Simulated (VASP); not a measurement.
# LiF (P6_3mc) in VASP: a series of runs

LiF is run at these levels: PBE; tasks: single point.

Everything below comes from runs of VASP 6.6.1. Logs are shortened: lines on timing, memory, paths and dates and some standing lists are left out, and cuts for length are marked.

## (1) The cell of the first run

The structure is hexagonal, space group P6_3mc (No. 186). The conventional cell has a = 2.862 Å, b = 2.862 Å, c = 4.913 Å, α = 90.00°, β = 90.00°, γ = 120.00°. Li (site symmetry 3m) has 4 F at 1.74 to 1.90 Å within 2.3 Å. Within 2.3 Å of F (site symmetry 3m) lie 4 Li at 1.74 to 1.90 Å.

## (2) Single point, PBE (volume 8.711 Å^3 an atom, c/a of the conventional cell 1.7166)

The input, INCAR:

```
PREC = Accurate ; ENCUT = 520
EDIFF = 1E-7 ; ISMEAR = 0
SIGMA = 0.05 ; LREAL = False
LASPH = True ; NELM = 60
ALGO = Normal ; ISIF = 2
LWAVE = False ; LCHARG = False
GGA = PE ; NBANDS = 18
```

The input, KPOINTS:

```
Automatic mesh
0
Gamma
  9 9 6
```

The input, POSCAR:

```
LiF
1.0
    2.8618229035      0.0000000000      0.0000000000
   -1.4309114517      2.4784113355      0.0000000000
    0.0000000000      0.0000000000      4.9126051961
Li F
2 2
Direct
    0.3333333333      0.6666666667      0.3810713234
    0.6666666667      0.3333333333      0.8810713234
    0.3333333333      0.6666666667      0.9939266766
    0.6666666667      0.3333333333      0.4939266766
```

Potentials or basis: VASP PAW PBE potentials, release 64 (Li_sv, F).

The run is started by

```console
> cat potpaw_PBE.64/Li_sv/POTCAR potpaw_PBE.64/F/POTCAR > POTCAR
> mpirun -np 1 vasp_std > vasp.out
```

OUTCAR:

```text
PREC = Accurate
   ENCUT = 520
   EDIFF = 1E-7
   ISMEAR = 0
   LREAL = False
   LASPH = True
   NELM = 60
   ISIF = 2
   GGA = PE

 ion  position               nearest neighbor table
   1  0.333  0.667  0.381-   4 1.74   4 1.74   4 1.74   3 1.90
   2  0.667  0.333  0.881-   3 1.74   3 1.74   3 1.74   4 1.90
   3  0.333  0.667  0.994-   2 1.74   2 1.74   2 1.74   1 1.90
   4  0.667  0.333  0.494-   1 1.74   1 1.74   1 1.74   2 1.90

  LATTYP: Found a hexagonal cell.
 ALAT       =     2.8618229035
 C/A-ratio  =     1.7166000000

  Lattice vectors:

 A1 = (   2.8618229035,   0.0000000000,   0.0000000000)
 A2 = (  -1.4309114517,   2.4784113355,   0.0000000000)
 A3 = (   0.0000000000,   0.0000000000,   4.9126051961)

Analysis of symmetry for initial positions (statically):
=====================================================================
 Subroutine PRICEL returns:
 Original cell was already a primitive cell.

 Routine SETGRP: Setting up the symmetry group for a
 hexagonal supercell.

 Subroutine GETGRP returns: Found 12 space group operations
 (whereof  6 operations were pure point group operations)
 out of a pool of 24 trial point group operations.

The static configuration has the point symmetry C_3v.
 The point group associated with its full space group is C_6v.

Analysis of symmetry for dynamics (positions and initial velocities):
=====================================================================
 Subroutine PRICEL returns:
 Original cell was already a primitive cell.

 Routine SETGRP: Setting up the symmetry group for a
 hexagonal supercell.

 Subroutine GETGRP returns: Found 12 space group operations
 (whereof  6 operations were pure point group operations)
 out of a pool of 24 trial point group operations.

The dynamic configuration has the point symmetry C_3v.
 The point group associated with its full space group is C_6v.

 Subroutine INISYM returns: Found 12 space group operations
 (whereof  6 operations are pure point group operations),
 and found     1 'primitive' translations

----------------------------------------------------------------------------------------

                                     Primitive cell

  volume of cell :      34.8440

  direct lattice vectors                    reciprocal lattice vectors
     2.861822903  0.000000000  0.000000000     0.349427632  0.201742137  0.000000000
    -1.430911452  2.478411336  0.000000000     0.000000000  0.403484275  0.000000000
     0.000000000  0.000000000  4.912605196     0.000000000  0.000000000  0.203557982

  length of vectors
     2.861822903  2.861822903  4.912605196     0.403484275  0.403484275  0.203557982

  position of ions in fractional coordinates (direct lattice)
     0.333333333  0.666666667  0.381071323
     0.666666667  0.333333333  0.881071323
     0.333333333  0.666666667  0.993926677
     0.666666667  0.333333333  0.493926677

  ion indices of the primitive-cell ions
   primitive index   ion index
                 1           1
                 2           2
                 3           3
                 4           4

----------------------------------------------------------------------------------------

 KPOINTS: Automatic mesh

Automatic generation of k-mesh.
 Grid dimensions read from file:
 generate k-points for:    9    9    6

 Generating k-lattice:

  Cartesian coordinates                     Fractional coordinates (reciprocal lattice)
     0.038825292  0.022415793  0.000000000     0.111111111  0.000000000  0.000000000
     0.000000000  0.044831586  0.000000000     0.000000000  0.111111111  0.000000000
     0.000000000  0.000000000  0.033926330     0.000000000  0.000000000  0.166666667

  Length of vectors
     0.044831586  0.044831586  0.033926330

  Shift w.r.t. Gamma in fractional coordinates (k-lattice)
     0.000000000  0.000000000  0.000000000

 Subroutine IBZKPT returns following result:
 ===========================================

 Found     48 irreducible k-points:

 Following reciprocal coordinates:
            Coordinates               Weight
  0.000000  0.000000  0.000000      1.000000
  0.111111  0.000000  0.000000      6.000000
  0.222222 -0.000000  0.000000      6.000000
  0.333333  0.000000  0.000000      6.000000
  0.444444 -0.000000  0.000000      6.000000
  0.111111  0.111111  0.000000      6.000000
[... 16 lines left out ...]
  0.333333  0.222222  0.166667     24.000000
  0.333333  0.333333  0.166667      4.000000
 [... further k-points ...]
   k-points           NKPTS =     48   k-points in BZ     NKDIM =     48   number of bands    NBANDS=     18
   number of dos      NEDOS =    301   number of ions     NIONS =      4
   total plane-waves  NPLWV =  23040
   dimension x,y,z NGX =    24 NGY =   24 NGZ =   40
   dimension x,y,z NGXF=    48 NGYF=   48 NGZF=   80
   ions per type =               2   2
   NGX,Y,Z   is equivalent  to a cutoff of  13.94, 13.94, 13.54 a.u.
   NGXF,Y,Z  is equivalent  to a cutoff of  27.88, 27.88, 27.07 a.u.
 SYSTEM =  unknown system
   PREC   = accura    normal or accurate (medium, high low for compatibility)
   ISTART =      0    job   : 0-new  1-cont  2-samecut
   ICHARG =      2    charge: 1-file 2-atom 10-const
   ISPIN  =      1    spin polarized calculation?
   LNONCOLLINEAR =      F non collinear calculations
   LSORBIT =      F    spin-orbit coupling
   LASPH  =      T    aspherical Exc in radial PAW
   ENCUT  =  520.0 eV  38.22 Ry    6.18 a.u.   5.32  5.32  9.13*2*pi/ulx,y,z
   NELM   =     60;   NELMIN=  2; NELMDL= -5     # of ELM steps
   EDIFF  = 0.1E-06   stopping-criterion for ELM
   LREAL  =      F    real-space projection
   EDIFFG = 0.1E-05   stopping-criterion for IOM
   NSW    =      0    number of steps for IOM
   IBRION =     -1    ionic relax: 0-MD 1-quasi-New 2-CG
   NFREE  =      0    steps in history (QN), initial steepest desc. (CG)
   ISIF   =      2    stress and relaxation
   ISYM   =      2    0-nonsym 1-usesym 2-fastsym
   POTIM  = 0.5000    time-step for ionic-motion
   TEBEG  =    0.0;   TEEND  =   0.0 temperature during run
   PSTRESS=    0.0 pullay stress
   NELECT =      20.0000    total number of electrons
   NUPDOWN=      -1.0000    fix difference up-down
   EMIN   =  10.00;   EMAX   =-10.00  energy-range for DOS
   EFERMI =   0.00;   METHOD = LEGACY
   ISMEAR =     0;   SIGMA  =   0.05  broadening in eV -4-tet -1-fermi 0-gaus
   EFERMI_NEDOS =   21; number of points for ismear=-14 and -15
   IALGO  =     38    algorithm
   IMIX   =      4    mixing-type and parameters
     AMIX     =   0.40;   BMIX     =  1.00
     AMIX_MAG =   1.60;   BMIX_MAG =  1.00
  volume/ion in A,a.u.               =       8.71        58.78
  Fermi-wavevector in a.u.,A,eV,Ry     =   1.360532  2.571033 25.185036  1.851048
  Thomas-Fermi vector in A             =   2.487186
   LORBIT       =      0    0 simple, 1 ext, 2 COOP (PROOUT), +10 PAW based schemes
   GGA     = PE    functional components
   LHFCALC =     F    Hartree Fock is set to
   AEXX    =    0.0000 exact exchange contribution
   IVDW    =     0    specifies the selected vdW correction
   LEPSILON=     F    determine dielectric tensor
   LRPA    =     F    only Hartree local field effects (RPA)
 non-spin polarized calculation
 Gauss-broadening in eV      SIGMA  =   0.05
  energy-cutoff  :      520.00
  volume of cell :       34.84
 maximum number of plane-waves:       954
 NGX is ok and might be reduce to    24
   NGX = 11   NGY = 11   NGZ = 19

 number of electron      19.9999991 magnetization

 Free energy of the ion-electron system (eV)
  ---------------------------------------------------
  ext. energy  EPLUGINS =         0.00000000
  ---------------------------------------------------
  free energy    TOTEN  =       -18.95783132 eV

  energy without entropy =      -18.95783132  energy(sigma->0) =      -18.95783132

 E-fermi :  -1.7030     XC(G=0):  -9.4200

 val. band max:       -1.9169110127   @ k =   0.0000   0.0000   0.0000
 cond. band min:       6.7070517077   @ k =   0.0000   0.0000   0.0000
 fundamental gap:      8.6239627204
 Fermi energy:        -1.7029916284

 k-point     1 :       0.0000    0.0000    0.0000
  band No.  band energies     occupation
      1     -41.9270      2.00000
      2     -41.8733      2.00000
      3     -21.4686      2.00000
      4     -21.2497      2.00000
      5      -4.3618      2.00000
      6      -2.1738      2.00000
[... 10 lines left out ...]
     17      19.7799      0.00000
     18      19.7799      0.00000

 k-point     2 :       0.1111    0.0000    0.0000
  band No.  band energies     occupation
      1     -41.9190      2.00000
      2     -41.8684      2.00000
      3     -21.4486      2.00000
      4     -21.2411      2.00000
      5      -4.2889      2.00000
      6      -2.3582      2.00000
[... 10 lines left out ...]
     17      19.9387      0.00000
     18      19.9686      0.00000

 k-point     3 :       0.2222   -0.0000    0.0000
  band No.  band energies     occupation
      1     -41.8986      2.00000
      2     -41.8562      2.00000
      3     -21.3945      2.00000
      4     -21.2187      2.00000
      5      -4.1048      2.00000
      6      -2.8659      2.00000
[... 10 lines left out ...]
     17      19.8320      0.00000
     18      19.8899      0.00000

 k-point     4 :       0.3333    0.0000    0.0000
  band No.  band energies     occupation
      1     -41.8739      2.00000
      2     -41.8435      2.00000
      3     -21.3238      2.00000
      4     -21.1992      2.00000
      5      -4.0146      2.00000
      6      -3.2888      2.00000
[... 10 lines left out ...]
     17      19.5503      0.00000
     18      19.8076      0.00000

 k-point     5 :       0.4444   -0.0000    0.0000
  band No.  band energies     occupation
      1     -41.8560      2.00000
      2     -41.8369      2.00000
      3     -21.2659      2.00000
      4     -21.1965      2.00000
      5      -4.1960      2.00000
      6      -3.4082      2.00000
[... 10 lines left out ...]
     17      19.5695      0.00000
     18      20.3606      0.00000

 k-point     6 :       0.1111    0.1111    0.0000
  band No.  band energies     occupation
      1     -41.9048      2.00000
      2     -41.8598      2.00000
      3     -21.4115      2.00000
      4     -21.2251      2.00000
      5      -4.1544      2.00000
      6      -2.7126      2.00000
[... 10 lines left out ...]
     17      20.1852      0.00000
     18      20.4139      0.00000

 k-point     7 :       0.2222    0.1111    0.0000
  band No.  band energies     occupation
      1     -41.8822      2.00000
      2     -41.8474      2.00000
      3     -21.3487      2.00000
      4     -21.2038      2.00000
      5      -3.9567      2.00000
      6      -3.3031      2.00000
[... 10 lines left out ...]
     17      19.9531      0.00000
     18      20.6083      0.00000

 k-point     8 :       0.3333    0.1111    0.0000
  band No.  band energies     occupation
      1     -41.8605      2.00000
      2     -41.8382      2.00000
      3     -21.2825      2.00000
      4     -21.1933      2.00000
      5      -4.0579      2.00000
      6      -3.4630      2.00000
[... 10 lines left out ...]
     17      19.2133      0.00000
     18      20.7943      0.00000
[... 229 lines left out ...]
     17      19.8792      0.00000
     18      20.3346      0.00000

 k-point    20 :       0.3333    0.1111    0.1667
  band No.  band energies     occupation
      1     -41.8590      2.00000
      2     -41.8396      2.00000
      3     -21.2772      2.00000
      4     -21.1998      2.00000
      5      -4.0231      2.00000
      6      -3.4898      2.00000
[... 10 lines left out ...]
     17      19.2847      0.00000
     18      20.6577      0.00000

 k-point    21 :       0.4444    0.1111    0.1667
  band No.  band energies     occupation
      1     -41.8497      2.00000
      2     -41.8367      2.00000
      3     -21.2454      2.00000
      4     -21.2006      2.00000
      5      -4.1793      2.00000
      6      -3.4960      2.00000
[... 10 lines left out ...]
     17      18.7712      0.00000
     18      20.9722      0.00000

 k-point    22 :       0.2222    0.2222    0.1667
  band No.  band energies     occupation
      1     -41.8606      2.00000
      2     -41.8403      2.00000
      3     -21.2831      2.00000
      4     -21.1987      2.00000
      5      -3.8087      2.00000
      6      -3.6962      2.00000
[... 10 lines left out ...]
     17      19.4460      0.00000
     18      21.0679      0.00000

 k-point    23 :       0.3333    0.2222    0.1667
  band No.  band energies     occupation
      1     -41.8462      2.00000
      2     -41.8360      2.00000
      3     -21.2363      2.00000
      4     -21.1965      2.00000
      5      -4.1224      2.00000
      6      -3.4894      2.00000
[... 10 lines left out ...]
     17      18.5285      0.00000
     18      21.3076      0.00000

 k-point    24 :       0.3333    0.3333    0.1667
  band No.  band energies     occupation
      1     -41.8379      2.00000
      2     -41.8379      2.00000
      3     -21.2076      2.00000
      4     -21.2076      2.00000
      5      -4.1901      2.00000
      6      -3.3410      2.00000
[... 10 lines left out ...]
     17      17.8906      0.00000
     18      21.4758      0.00000

 [... further k-points ...]
[... 5 lines left out ...]
  --------------------------------------------------------------------------------------
  -------------------------------------------------------------------------------------
  Total        4.1019866      4.1019866      1.0940940      0.0000000      0.0000000      0.0000000
  in kB      188.6152560    188.6152560     50.3080182      0.0000000      0.0000000      0.0000000
  external PRESSURE =     142.5128434 kB  Pullay stress =       0.0000000 kB

 VOLUME and BASIS-vectors are now :
 -----------------------------------------------------------------------------
  energy-cutoff  :      520.00
  volume of cell :       34.84
      direct lattice vectors                 reciprocal lattice vectors
     2.861822903  0.000000000  0.000000000     0.349427632  0.201742137  0.000000000
    -1.430911452  2.478411336  0.000000000     0.000000000  0.403484275  0.000000000
     0.000000000  0.000000000  4.912605196     0.000000000  0.000000000  0.203557982

 POSITION                                       TOTAL-FORCE (eV/Angst)
 -----------------------------------------------------------------------------------
     -0.00000      1.65227      1.87205         0.000000     -0.000000     -0.492715
      1.43091      0.82614      4.32836        -0.000000      0.000000     -0.492715
     -0.00000      1.65227      4.88277         0.000000     -0.000000      0.492715
      1.43091      0.82614      2.42647        -0.000000      0.000000      0.492715
 -----------------------------------------------------------------------------------
    total drift:                                0.000000      0.000000     -0.002635

  FREE ENERGIE OF THE ION-ELECTRON SYSTEM (eV)
  ---------------------------------------------------
  free  energy   TOTEN  =       -18.9578313164 eV

  energy  without entropy=      -18.9578313163  energy(sigma->0) =      -18.95783132
```

It took 65 s on 1 thread of AMD EPYC 7R13, shared host; peak memory 0.13 GiB.

What came out:

```
Free energy            : -18.9578 eV
Largest force          : 0.493 eV/Å
Band gap on the k mesh : 8.62 eV, direct
```

Forces on the atoms (eV/Å):
```
Li   0.000  0.000 -0.493
Li   0.000  0.000 -0.493
F    0.000  0.000  0.493
F    0.000  0.000  0.493
```

Caveat: the cutoff is under 1.25 times the usual one of these potentials, so pressure, stress and relaxed cells hold a basis-set (Pulay) error. A k mesh can miss the band edges.

(Part 1 of 2 ends here.)
